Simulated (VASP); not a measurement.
P: single point with HSE06

System: P, a slab with vacuum.

```
P
1.0
     3.26421    0.00000    0.00000
    -1.63211    2.82689    0.00000
     0.00000    0.00000   26.15188
P
2
Cartesian
  0.0000 1.8846 8.4797
  1.6321 0.9423 9.6963
```

```yaml
Program: VASP 6.6.1
Task: single point
Functional: HSE06
Potentials_or_basis: VASP PAW PBE potentials, release 64 (P)
Cutoff: 520 eV
k_mesh: 6 × 6 × 1
Occupations: fermi-dirac, width 0.02 eV
Spin: no spin polarisation
```

| Property | Result |
| --- | --- |
| Largest force | 0.128 eV/Å |
| Band gap on the k mesh | 2.73 eV (least direct gap 3.01 eV) |

Forces in eV/Å, atoms in the order of the input:
```
P    0.000  0.000  0.128
P    0.000  0.000 -0.128
```

Levels at points of the mesh, in eV from the valence-band top:
```
           k point  band 1  band 2  band 3  band 4  band 5  band 6  band 7  band 8  band 9  band 10
(0.00, 0.00, 0.00)  -15.78   -7.16   -0.43   -0.20   -0.20    4.90    4.90    4.90    6.06     6.57
(0.50, 0.00, 0.00)  -12.28  -10.01   -3.47   -2.59   -1.46    2.76    4.46    6.59    7.40    10.61
```

Wall time 5.9 min on 1 thread of Intel(R) Xeon(R) 6975P-C (Granite Rapids), on a shared host, peak memory 0.42 GiB.

Caveat: the PAW data sets were made with another functional, which shifts forces and pressure a little.
